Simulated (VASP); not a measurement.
# SiC (P6_3mc) in VASP: further runs

The runs below take SiC through electric field gradients, with PBEsol.

Program: VASP 6.6.1. These are calculated values, not measurements. Logs are shortened: lines on timing, memory, paths and dates and some standing lists are left out, and cuts for length are marked.

## Step 1: The cell of the first run

It takes space group P6_3mc (No. 186, hexagonal). The conventional cell has a = 3.116 Å, b = 3.116 Å, c = 5.114 Å, α = 90.00°, β = 90.00°, γ = 120.00°. Within 2.5 Å of Si (site symmetry 3m) lie 4 C at 1.89 to 1.97 Å. C (site symmetry 3m) has 4 Si at 1.89 to 1.97 Å within 2.5 Å.

## Step 2: Electric field gradients, PBEsol (volume scaled by 1.04)

Contents of INCAR:

```
PREC = Accurate ; ENCUT = 520
EDIFF = 1E-8 ; ISMEAR = -1
SIGMA = 0.08 ; LREAL = False
LASPH = True ; NELM = 100
ALGO = Normal ; ISIF = 2
LWAVE = False ; LCHARG = False
GGA = PS ; LEFG = True
NBANDS = 16
```

Contents of KPOINTS:

```
Automatic mesh
0
Gamma
  15 15 8
```

Contents of POSCAR:

```
SiC
1.0
    3.1164765090      0.0000000000      0.0000000000
   -1.5582382545      2.6989478271      0.0000000000
    0.0000000000      0.0000000000      5.1144286705
Si C
2 2
Direct
    0.3333333333      0.6666666667      0.0000000000
    0.6666666667      0.3333333333      0.5000000000
    0.3333333333      0.6666666667      0.3850000000
    0.6666666667      0.3333333333      0.8850000000
```

Potentials or basis: VASP PAW PBE potentials, release 64 (Si, C).

Run with:

```
$ cat potpaw_PBE.64/Si/POTCAR potpaw_PBE.64/C/POTCAR > POTCAR
$ mpirun -np 1 vasp_std > vasp.out
```

OUTCAR:

```text
PREC = Accurate
   ENCUT = 520
   EDIFF = 1E-8
   ISMEAR = -1
   LREAL = False
   LASPH = True
   NELM = 100
   ISIF = 2
   GGA = PS

 ion  position               nearest neighbor table
   1  0.333  0.667  0.000-   4 1.89   4 1.89   4 1.89   3 1.97   2 3.13   2 3.13   2 3.13   2 3.13
                             2 3.13   2 3.13
   2  0.667  0.333  0.500-   3 1.89   3 1.89   3 1.89   4 1.97   1 3.13   1 3.13   1 3.13   1 3.13
                             1 3.13   1 3.13
   3  0.333  0.667  0.385-   2 1.89   2 1.89   2 1.89   1 1.97
   4  0.667  0.333  0.885-   1 1.89   1 1.89   1 1.89   2 1.97

  LATTYP: Found a hexagonal cell.
 ALAT       =     3.1164765090
 C/A-ratio  =     1.6410932846

  Lattice vectors:

 A1 = (   3.1164765090,   0.0000000000,   0.0000000000)
 A2 = (  -1.5582382545,   2.6989478271,   0.0000000000)
 A3 = (   0.0000000000,   0.0000000000,   5.1144286705)

Analysis of symmetry for initial positions (statically):
=====================================================================
 Subroutine PRICEL returns:
 Original cell was already a primitive cell.

 Routine SETGRP: Setting up the symmetry group for a
 hexagonal supercell.

 Subroutine GETGRP returns: Found 12 space group operations
 (whereof  6 operations were pure point group operations)
 out of a pool of 24 trial point group operations.

The static configuration has the point symmetry C_3v.
 The point group associated with its full space group is C_6v.

Analysis of symmetry for dynamics (positions and initial velocities):
=====================================================================
 Subroutine PRICEL returns:
 Original cell was already a primitive cell.

 Routine SETGRP: Setting up the symmetry group for a
 hexagonal supercell.

 Subroutine GETGRP returns: Found 12 space group operations
 (whereof  6 operations were pure point group operations)
 out of a pool of 24 trial point group operations.

The dynamic configuration has the point symmetry C_3v.
 The point group associated with its full space group is C_6v.

 Subroutine INISYM returns: Found 12 space group operations
 (whereof  6 operations are pure point group operations),
 and found     1 'primitive' translations

----------------------------------------------------------------------------------------

                                     Primitive cell

  volume of cell :      43.0185

  direct lattice vectors                    reciprocal lattice vectors
     3.116476509  0.000000000  0.000000000     0.320875193  0.185257379  0.000000000
    -1.558238254  2.698947827  0.000000000     0.000000000  0.370514758  0.000000000
     0.000000000  0.000000000  5.114428670     0.000000000  0.000000000  0.195525261

  length of vectors
     3.116476509  3.116476509  5.114428670     0.370514758  0.370514758  0.195525261

  position of ions in fractional coordinates (direct lattice)
     0.333333333  0.666666667  0.000000000
     0.666666667  0.333333333  0.500000000
     0.333333333  0.666666667  0.385000000
     0.666666667  0.333333333  0.885000000

  ion indices of the primitive-cell ions
   primitive index   ion index
                 1           1
                 2           2
                 3           3
                 4           4

----------------------------------------------------------------------------------------

 KPOINTS: Automatic mesh

Automatic generation of k-mesh.
 Grid dimensions read from file:
 generate k-points for:   15   15    8

 Generating k-lattice:

  Cartesian coordinates                     Fractional coordinates (reciprocal lattice)
     0.021391680  0.012350492  0.000000000     0.066666667  0.000000000  0.000000000
     0.000000000  0.024700984  0.000000000     0.000000000  0.066666667  0.000000000
     0.000000000  0.000000000  0.024440658     0.000000000  0.000000000  0.125000000

  Length of vectors
     0.024700984  0.024700984  0.024440658

[... 37 lines left out ...]
   total plane-waves  NPLWV =  23040
   dimension x,y,z NGX =    24 NGY =   24 NGZ =   40
   dimension x,y,z NGXF=    48 NGYF=   48 NGZF=   80
   ions per type =               2   2
   NGX,Y,Z   is equivalent  to a cutoff of  12.80, 12.80, 13.00 a.u.
   NGXF,Y,Z  is equivalent  to a cutoff of  25.61, 25.61, 26.00 a.u.
 SYSTEM =  unknown system
   PREC   = accura    normal or accurate (medium, high low for compatibility)
   ISTART =      0    job   : 0-new  1-cont  2-samecut
   ICHARG =      2    charge: 1-file 2-atom 10-const
   ISPIN  =      1    spin polarized calculation?
   LNONCOLLINEAR =      F non collinear calculations
   LSORBIT =      F    spin-orbit coupling
   LASPH  =      T    aspherical Exc in radial PAW
   ENCUT  =  520.0 eV  38.22 Ry    6.18 a.u.   5.79  5.79  9.51*2*pi/ulx,y,z
   NELM   =    100;   NELMIN=  2; NELMDL= -5     # of ELM steps
   EDIFF  = 0.1E-07   stopping-criterion for ELM
   LREAL  =      F    real-space projection
   EDIFFG = 0.1E-06   stopping-criterion for IOM
   NSW    =      0    number of steps for IOM
   IBRION =     -1    ionic relax: 0-MD 1-quasi-New 2-CG
   NFREE  =      0    steps in history (QN), initial steepest desc. (CG)
   ISIF   =      2    stress and relaxation
   ISYM   =      2    0-nonsym 1-usesym 2-fastsym
   POTIM  = 0.5000    time-step for ionic-motion
   TEBEG  =    0.0;   TEEND  =   0.0 temperature during run
   PSTRESS=    0.0 pullay stress
   NELECT =      16.0000    total number of electrons
   NUPDOWN=      -1.0000    fix difference up-down
   EMIN   =  10.00;   EMAX   =-10.00  energy-range for DOS
   EFERMI =   0.00;   METHOD = LEGACY
   ISMEAR =    -1;   SIGMA  =   0.08  broadening in eV -4-tet -1-fermi 0-gaus
   EFERMI_NEDOS =   21; number of points for ismear=-14 and -15
   IALGO  =     38    algorithm
   IMIX   =      4    mixing-type and parameters
     AMIX     =   0.40;   BMIX     =  1.00
     AMIX_MAG =   1.60;   BMIX_MAG =  1.00
  volume/ion in A,a.u.               =      10.75        72.58
  Fermi-wavevector in a.u.,A,eV,Ry     =   1.177325  2.224821 18.858953  1.386094
  Thomas-Fermi vector in A             =   2.313673
   LORBIT       =      0    0 simple, 1 ext, 2 COOP (PROOUT), +10 PAW based schemes
   GGA     = PS    functional components
   LHFCALC =     F    Hartree Fock is set to
   AEXX    =    0.0000 exact exchange contribution
   IVDW    =     0    specifies the selected vdW correction
   LEPSILON=     F    determine dielectric tensor
   LRPA    =     F    only Hartree local field effects (RPA)
 non-spin polarized calculation
  energy-cutoff  :      520.00
  volume of cell :       43.02
 maximum number of plane-waves:      1184
 NGX is ok and might be reduce to    24
   NGX = 11   NGY = 11   NGZ = 19

 number of electron      16.0000000 magnetization

 Free energy of the ion-electron system (eV)
  ---------------------------------------------------
  ext. energy  EPLUGINS =         0.00000000
  ---------------------------------------------------
  free energy    TOTEN  =       -31.74951680 eV

  energy without entropy =      -31.74951679  energy(sigma->0) =      -31.74951680

 E-fermi :   9.0474     XC(G=0): -11.3297

 val. band max:        7.9170353097   @ k =   0.0000   0.0000   0.0000
 cond. band min:      10.1484105644   @ k =   0.3333   0.3333   0.0000
 fundamental gap:      2.2313752547
 Fermi energy:         9.0474096102

 k-point     1 :       0.0000    0.0000    0.0000
  band No.  band energies     occupation
      1      -7.5155      2.00000
      2      -4.1236      2.00000
      3      -0.6102      2.00000
      4       6.3788      2.00000
      5       6.3788      2.00000
      6       7.6435      2.00000
[... 433 lines left out ...]
      3       0.4958      2.00000
      4       1.6615      2.00000
      5       2.2098      2.00000
      6       3.2501      2.00000
[... 8 lines left out ...]
     15      18.5478      0.00000
     16      19.3233      0.00000

 [... further k-points ...]
[... 5 lines left out ...]
  --------------------------------------------------------------------------------------
  -------------------------------------------------------------------------------------
  Total       -1.7109932     -1.7109932     -2.6342390      0.0000000      0.0000000     -0.0000000
  in kB      -63.7240516    -63.7240516    -98.1093226      0.0000000      0.0000000     -0.0000000
  external PRESSURE =     -75.1858086 kB  Pullay stress =       0.0000000 kB

 VOLUME and BASIS-vectors are now :
 -----------------------------------------------------------------------------
  energy-cutoff  :      520.00
  volume of cell :       43.02
      direct lattice vectors                 reciprocal lattice vectors
     3.116476509  0.000000000  0.000000000     0.320875193  0.185257379  0.000000000
    -1.558238254  2.698947827  0.000000000     0.000000000  0.370514758  0.000000000
     0.000000000  0.000000000  5.114428670     0.000000000  0.000000000  0.195525261

 POSITION                                       TOTAL-FORCE (eV/Angst)
 -----------------------------------------------------------------------------------
     -0.00000      1.79930      0.00000        -0.000000      0.000000      0.691350
      1.55824      0.89965      2.55721         0.000000     -0.000000      0.691350
     -0.00000      1.79930      1.96906        -0.000000      0.000000     -0.691350
      1.55824      0.89965      4.52627         0.000000     -0.000000     -0.691350
 -----------------------------------------------------------------------------------
    total drift:                               -0.000000      0.000000      0.000198

  FREE ENERGIE OF THE ION-ELECTRON SYSTEM (eV)
  ---------------------------------------------------
  free  energy   TOTEN  =       -31.7495168025 eV

  energy  without entropy=      -31.7495167897  energy(sigma->0) =      -31.74951680

 Electric field gradients (V/A^2)
---------------------------------------------------------------------
 ion       V_xx      V_yy      V_zz      V_xy      V_xz      V_yz
---------------------------------------------------------------------
   1      -8.230    -8.230    16.459    -0.000     0.000    -0.000
   2      -8.230    -8.230    16.459    -0.000    -0.000     0.000
   3      -1.363    -1.364     2.727    -0.000     0.000    -0.000
   4      -1.363    -1.364     2.727    -0.000    -0.000     0.000
---------------------------------------------------------------------

 Electric field gradients after diagonalization (V/A^2)
 (convention: |V_zz| > |V_xx| > |V_yy|)
----------------------------------------------------------------------
 ion       V_xx      V_yy      V_zz     asymmetry (V_yy - V_xx)/ V_zz
----------------------------------------------------------------------
   1      -8.230    -8.229    16.459       0.000
   2      -8.230    -8.229    16.459       0.000
   3      -1.364    -1.363     2.727       0.000
   4      -1.364    -1.363     2.727       0.000
----------------------------------------------------------------------

           NMR quadrupolar parameters

 Cq : quadrupolar parameter    Cq=e*Q*V_zz/h
 eta: asymmetry parameters     (V_yy - V_xx)/ V_zz
 Q  : nuclear electric quadrupole moment in mb (millibarn)
----------------------------------------------------------------------
 ion       Cq(MHz)       eta       Q (mb)
----------------------------------------------------------------------
   1       0.040       0.000       1.000
   2       0.040       0.000       1.000
   3       0.007       0.000       1.000
   4       0.007       0.000       1.000
----------------------------------------------------------------------
```

It took 54 s on 1 thread of Intel Xeon 6975P-C, shared host; peak memory 0.21 GiB.

What came out:

- Free energy: -31.7495 eV
- Pressure: -7.5 GPa
- Largest force: 0.691 eV/Å
- Band gap on the k mesh: 2.23 eV, indirect (least direct gap 3.89 eV)

Forces on the atoms (eV/Å):
```
Si   0.000  0.000  0.691
Si   0.000  0.000  0.691
C    0.000  0.000 -0.691
C    0.000  0.000 -0.691
```

Electric field gradients, principal values (V/Å²):
| atom | least | middle | greatest (by size) |
| --- | --- | --- | --- |
| 1 Si | -8.229 | -8.230 | 16.459 |
| 2 Si | -8.229 | -8.230 | 16.459 |
| 3 C | -1.363 | -1.364 | 2.727 |
| 4 C | -1.363 | -1.364 | 2.727 |

Caveat: without QUAD_EFG the Cq values of the log hold for a quadrupole moment of 1 mb, not for the nuclei; the PAW data sets were made with another functional, which shifts forces and pressure a little. A k mesh can miss the band edges.

(Continued in part 2 of 2.)
